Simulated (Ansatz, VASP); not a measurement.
# Two plane-wave programs on Sc

The input INCAR:

```
ALGO = Normal ; EDIFF = 1E-6
ENCUT = 520 ; GGA = PE
ISIF = 2 ; ISMEAR = 0
LASPH = True ; LCHARG = False
LREAL = False ; LWAVE = False
NBANDS = 18 ; NELM = 100
PREC = Accurate ; SIGMA = 0.6
```

File KPOINTS:

```
k-points
0
Gamma
  11 11 6
```

POSCAR

```
Sc
1.0
    3.3193628924      0.0000000000      0.0000000000
   -1.6596814462      2.8746525892      0.0000000000
    0.0000000000      0.0000000000      5.1842605006
Sc
2
Direct
    0.3333333333      0.6666666667      0.2500000000
    0.6666666667      0.3333333333      0.7500000000
```

Input for Ansatz:

```yaml
crystal:
  lattice:
    - [3.3193628924, 0.0, 0.0]
    - [-1.6596814462, 2.8746525892, 0.0]
    - [0.0, 0.0, 5.1842605006]
  atoms:
    - { symbol: Sc, position: [0.3333333333, 0.6666666667, 0.25] }
    - { symbol: Sc, position: [0.6666666667, 0.3333333333, 0.75] }
hamiltonian:
  xc: pbe
  pseudopotentials:
    kind: paw
    azcp:
      Sc: "pseudopotentials/Sc.paw.azcp"
basis:
  ecutwfc: 420
  fft_grid_basis: typed
kpoints:
  mp_grid: { grid: [11, 11, 6], shift: [0, 0, 0] }
magnetization:
  spin_polarized: false
scf:
  occupations: { method: gaussian, width: 0.6 }
  lower_state_search: "off"
output:
  stress: true
```

Alike in both runs: task single point; functional PBE; k mesh 11 × 11 × 6; occupations gaussian, width 0.6 eV; no spin polarisation.

|  | VASP | Ansatz |
| --- | --- | --- |
| version | VASP 6.6.1 | Ansatz 0.2.0 |
| potentials or method | VASP PAW PBE potentials, release 64 (Sc_sv), cutoff 520 eV | plane waves (420 eV) with PAW, scalar-relativistic |
| valence electrons in the cell | 22 | 22 |

VASP gave:

| Quantity | Value |
| --- | --- |
| pressure (GPa) | 0.6 |
| traceless stress, the component that is largest in VASP (GPa) | 0.64 |

Problem. Estimate Ansatz's values.

Solution. Pressure (GPa): 0.6; traceless stress, the component that is largest in VASP (GPa): 0.63.
